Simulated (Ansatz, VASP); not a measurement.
Mn: VASP beside Ansatz

```
Mn
1.0
     3.93392    0.00000    0.00000
    -1.96696    3.40688    0.00000
     0.00000    0.00000    2.46588
Mn
3
Direct
  0.00000 0.00000 0.00000
  0.33333 0.66667 0.50000
  0.66667 0.33333 0.50000
```

Alike in both runs: task single point; functional RPBE; k mesh 10 × 10 × 14; occupations fermi-dirac, width 0.1 eV; no spin polarisation.

|  | VASP | Ansatz |
| --- | --- | --- |
| version | VASP 6.6.1 | Ansatz 0.2.0 |
| potentials or method | VASP PAW PBE potentials, release 64 (Mn_pv), cutoff 520 eV | plane waves (420 eV) with PAW, scalar-relativistic |
| valence electrons in the cell | 39 | 45 |

```csv
,VASP,Ansatz,Ansatz less VASP
pressure (GPa),0.1,0.0,-0.12
"traceless stress, the component that is largest in VASP (GPa)",-0.09,0.00,+0.095
```

VASP's potentials were made for PBE, not for RPBE. VASP's potentials hold 39 valence electrons a cell and Ansatz's 45, so a difference there can come from the potentials and not from the codes.
